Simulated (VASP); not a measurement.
Wanted: the native input for a VASP 6.6.1 run.

- Task: single point
- Functional: PBEsol
- Potentials or basis: VASP PAW PBE potentials, release 64 (Hf_pv, O)
- Cutoff: 520 eV
- k mesh: 3 × 3 × 3
- Occupations: gaussian, width 0.01 eV
- Spin: no spin polarisation
- Dipole correction: no
- Further INCAR settings: ALGO = Normal; EDIFF = 1e-06; NBANDS = 56

The structure of HfO2 lies in POSCAR:

```
HfO2
1.0
    5.2278040000      0.0000000000      0.0000000000
    0.0000000000      5.0172570000      0.0000000000
    0.0000000000      0.0000000000      5.0414330000
Hf O
4 8
Direct
    0.9913152827      0.7468445408      0.7522073585
    0.0086847173      0.2531554592      0.2522072593
    0.4913152827      0.2531554592      0.7522073585
    0.5086847173      0.7468445408      0.2522072593
    0.6875617372      0.9827899986      0.9748067663
    0.3124382628      0.0172100014      0.4748066671
    0.1875617372      0.0172100014      0.9748067663
    0.8124382628      0.9827899986      0.4748066671
    0.7974962336      0.4888033441     -0.0035138819
    0.2025037664      0.5111966559      0.4964860190
    0.2974962336      0.5111966559     -0.0035138819
    0.7025037664      0.4888033441      0.4964860190
```

One way to write it, as run:

INCAR

```
  PREC = Accurate
  ENCUT = 520
  EDIFF = 1E-6
  ISMEAR = 0
  SIGMA = 0.01
  LREAL = False
  LASPH = True
  NELM = 100
  ALGO = Normal
  ISIF = 2
  LWAVE = False
  LCHARG = False
  GGA = PS
  NBANDS = 56
```

KPOINTS

```
regular mesh
0
Gamma
  3 3 3
```

Potentials or basis: VASP PAW PBE potentials, release 64 (Hf_pv, O).

Launch:

```bash
$ cat potpaw_PBE.64/Hf_pv/POTCAR potpaw_PBE.64/O/POTCAR > POTCAR
$ mpirun -np 1 vasp_std > vasp.out
```

It gave:

```
Pressure               : -2.5 GPa
Largest force          : 0.041 eV/Å
Band gap on the k mesh : 4.67 eV
```

Caveat: the PAW data sets were made with another functional, which shifts forces and pressure a little; spin-orbit coupling is left out, which moves the levels of the heavy elements; an odd mesh through Γ misses points on the zone boundary, where band edges can lie.

Wall time 100 s on 1 thread of Intel Xeon 8259CL, on a shared host, peak memory 0.26 GiB.
